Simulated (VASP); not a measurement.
A run of VASP 6.6.1:

Contents of POSCAR:

```
Mo
1.0
   -1.5764210372      1.5764210372      1.5764210372
    1.5764210372     -1.5764210372      1.5764210372
    1.5764210372      1.5764210372     -1.5764210372
Mo
1
Direct
    0.0000000000      0.0000000000      0.0000000000
```

The input INCAR.step1:

```
SYSTEM = Mo
ALGO = Normal
EDIFF = 1E-4
ENCUT = 520
GGA = PE
ISMEAR = -1
LASPH = .TRUE.
LCHARG = .FALSE.
LREAL = .FALSE.
LWAVE = .TRUE.
NBANDS = 13
NELM = 80
PREC = Accurate
SIGMA = 0.1
```

File INCAR.step2:

```
SYSTEM = Mo
ALGO = Normal
EDIFF = 1E-7
ENCUT = 520
ISIF = 2
ISMEAR = -1
ISTART = 1
LASPH = .TRUE.
LCHARG = .FALSE.
LMIXTAU = .TRUE.
LREAL = .FALSE.
LWAVE = .FALSE.
METAGGA = R2SCAN
NBANDS = 13
NELM = 80
PREC = Accurate
SIGMA = 0.1
```

File KPOINTS:

```
k-points
0
G
  4 4 4
  0 0 0
```

Potentials or basis: VASP PAW PBE potentials, release 64 (Mo_sv).

Launch:

```console
$ cat potpaw_PBE.64/Mo_sv/POTCAR > POTCAR
$ cp INCAR.step1 INCAR
$ mpirun -np 1 vasp_std > vasp.out
$ cp INCAR.step2 INCAR
$ mpirun -np 1 vasp_std > vasp.out
```

Hardware: 1 thread of Intel(R) Xeon(R) Platinum 8259CL CPU @ 2.50GHz (Skylake/Cascade Lake), with other jobs on the host.

Problem. Estimate the wall time of this run.

Solution. It took 20 s on 1 thread of Intel(R) Xeon(R) Platinum 8259CL CPU @ 2.50GHz (Skylake/Cascade Lake), with other jobs on the host, peak memory 0.12 GiB. Counts: k points 8.
